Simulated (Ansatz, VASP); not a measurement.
# Mg in VASP and in Ansatz

```
CELL_PARAMETERS angstrom
3.20927 0.00000 0.00000
-1.60464 2.77931 0.00000
0.00000 0.00000 5.21033
ATOMIC_POSITIONS crystal
Mg 0.27101 0.66667 0.21161
Mg 0.66667 0.33333 0.75000
```

Alike in both runs: task single point; functional PBEsol; k mesh 18 × 18 × 10; occupations gaussian, width 0.15 eV; no spin polarisation.

|  | VASP | Ansatz |
| --- | --- | --- |
| version | VASP 6.6.1 | Ansatz 0.2.0 |
| potentials or method | VASP PAW PBE potentials, release 64 (Mg), cutoff 520 eV | scalar-relativistic, plane waves, PAW |
| valence electrons in the cell | 4 | 20 |

```csv
,VASP,Ansatz,Ansatz less VASP
gap on the k mesh at the Fermi level (eV),none,none,-
pressure (GPa),-0.6,-0.5,+0.05
"traceless stress, the component that is largest in VASP (GPa)",0.58,0.57,-0.004
rms of the force components (eV/Å),0.324,0.323,-0.0014
```

VASP's potentials were made for PBE, not for PBEsol. Atom by atom the forces differ by 0.001 eV/Å (rms over components). A gap of «none» marks a metal or a gap that the smearing closes. The functional is the same, so the differences come from potentials, cutoffs and numerics. VASP's potentials hold 4 valence electrons a cell and Ansatz's 20, so a difference there can come from the potentials and not from the codes.
